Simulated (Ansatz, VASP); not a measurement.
One calculation of NaP2, two programs

```
Na P
1.0
     6.00529    0.00000    0.00000
    -3.00264    5.20073    0.00000
     0.00000    0.00000    6.60667
Na P
3 6
Cartesian
  2.7925 0.0000 2.2022
  -1.3962 2.4183 4.4044
  1.6064 2.7824 0.0000
  1.6755 1.4146 1.4072
  3.9425 0.7437 3.6094
  3.3900 3.0424 5.8117
  0.3873 2.1583 5.1995
  -1.3272 3.7861 2.9972
  0.9398 4.4570 0.7950
```

Alike in both runs: task relaxation of cell and atoms; functional PBE; k mesh 3 × 3 × 4; occupations gaussian, width 0.1 eV; no spin polarisation.

|  | VASP | Ansatz |
| --- | --- | --- |
| version | VASP 6.6.1 | Ansatz 0.2.0 |
| potentials or method | VASP PAW PBE potentials, release 64 (Na_pv, P), cutoff 600 eV | scalar-relativistic, plane waves, PAW |
| valence electrons in the cell | 51 | 57 |

Ansatz gave:

```
gap on the k mesh at the Fermi level, each at its own relaxed structure (eV) : none
relaxed volume (Å³/atom)                                                     : 24.34
relaxed cell length with the largest relative difference (Å)                 : 5.718
```

**Question.** Which values does VASP return?

**Answer.** gap on the k mesh at the Fermi level, each at its own relaxed structure (eV): none; relaxed volume (Å³/atom): 22.82; relaxed cell length with the largest relative difference (Å): 3.581.

A gap of «none» marks a metal or a gap that the smearing closes. One of these differences is far larger than is usual between the two programs; its cause wasn't traced. VASP's potentials hold 51 valence electrons a cell and Ansatz's 57, so a difference there can come from the potentials and not from the codes.

The k mesh is coarse, so the values compare programs but aren't converged.
